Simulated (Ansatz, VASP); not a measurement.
**ScHO2 in VASP and in Ansatz**

The input INCAR:

```
SYSTEM = ScHO2
PREC = Accurate
ENCUT = 520
EDIFF = 1E-7
ISMEAR = 0
SIGMA = 0.05
LREAL = .False.
LASPH = .True.
NELM = 60
ALGO = Normal
ISIF = 2
LWAVE = .False.
LCHARG = .False.
GGA = PS
NBANDS = 20
```

KPOINTS

```
regular mesh
0
Gamma
  9 9 9
  0 0 0
```

POSCAR

```
ScHO2
1.0
    1.5212685338      0.8783047975      5.1165154490
   -1.5212685338      0.8783047975      5.1165154490
    0.0000000000     -1.7566095950      5.1165154490
Sc H O
1 1 2
Direct
    0.0000000000      0.0000000000      0.0000000000
    0.5000000000      0.5000000000      0.5000000000
    0.5897010000      0.5897010000      0.5897010000
    0.4102990000      0.4102990000      0.4102990000
```

Input for Ansatz:

```yaml
crystal:
  lattice:
    - [1.5212685338, 0.8783047975, 5.116515449]
    - [-1.5212685338, 0.8783047975, 5.116515449]
    - [0.0, -1.756609595, 5.116515449]
  atoms:
    - { symbol: Sc, position: [0.0, 0.0, 0.0] }
    - { symbol: H, position: [0.5, 0.5, 0.5] }
    - { symbol: O, position: [0.589701, 0.589701, 0.589701] }
    - { symbol: O, position: [0.410299, 0.410299, 0.410299] }
basis:
  ecutwfc: 420
kpoints:
  mp_grid: { grid: [9, 9, 9] }
hamiltonian:
  xc: pbesol
scf:
  occupations: { method: gaussian, width: 0.05 }
output:
  forces: true
  stress: true
  eigenvalues: true
```

Alike in both runs: task single point; functional PBEsol; k mesh 9 × 9 × 9; occupations gaussian, width 0.05 eV; no spin polarisation.

|  | VASP | Ansatz |
| --- | --- | --- |
| version | VASP 6.6.1 | Ansatz 0.2.0 |
| potentials or method | VASP PAW PBE potentials, release 64 (Sc_sv, H, O), cutoff 520 eV | scalar-relativistic, plane waves, PAW |
| valence electrons in the cell | 24 | 24 |

```tsv
	VASP	Ansatz	Ansatz less VASP
gap on the k mesh at the Fermi level (eV)	3.37	3.40	+0.030
least direct gap on the mesh (eV)	4.10	4.13	+0.025
pressure (GPa)	-6.3	-7.0	-0.74
traceless stress, the component that is largest in VASP (GPa)	-34.41	-34.28	+0.128
rms of the force components (eV/Å)	0.362	0.324	-0.0376
```

VASP's potentials were made for PBE, not for PBEsol. Atom by atom the forces differ by 0.038 eV/Å (rms over components).
